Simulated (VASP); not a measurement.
Set up this calculation in VASP 6.6.1, as the native input.

| Quantity | Value |
| --- | --- |
| Task | single point |
| Functional | PBE |
| Potentials or basis | VASP PAW PBE potentials, release 64 (Tl_d) |
| Cutoff | 520 eV |
| k mesh | 15 × 15 × 15 |
| Occupations | fermi-dirac, width 0.08 eV |
| Spin | no spin polarisation |
| Dipole correction | no |
| Further INCAR settings | ALGO = Normal; EDIFF = 1e-07; NBANDS = 12 |

The structure of Tl lies in POSCAR:

```
Tl
1.0
   -1.9893391070      1.9893391070      1.9893391070
    1.9893391070     -1.9893391070      1.9893391070
    1.9893391070      1.9893391070     -1.9893391070
Tl
1
Direct
    0.0000000000      0.0000000000      0.0000000000
```

The input as run:

INCAR

```
ALGO = Normal ; EDIFF = 1E-7
ENCUT = 520 ; GGA = PE
ISIF = 2 ; ISMEAR = -1
LASPH = True ; LCHARG = False
LREAL = False ; LWAVE = False
NBANDS = 12 ; NELM = 80
PREC = Accurate ; SIGMA = 0.08
```

KPOINTS

```
k-points
0
Gamma
  15 15 15
```

Potentials or basis: VASP PAW PBE potentials, release 64 (Tl_d).

Launch:

```bash
$ cat potpaw_PBE.64/Tl_d/POTCAR > POTCAR
$ mpirun -np 1 vasp_std > vasp.out
```

It gave:

| Property | Result |
| --- | --- |
| Pressure | -0.1 GPa |

It took 23 s on 1 thread of Intel(R) Xeon(R) Platinum 8488C (Sapphire Rapids) (shared host), peak memory 0.18 GiB.
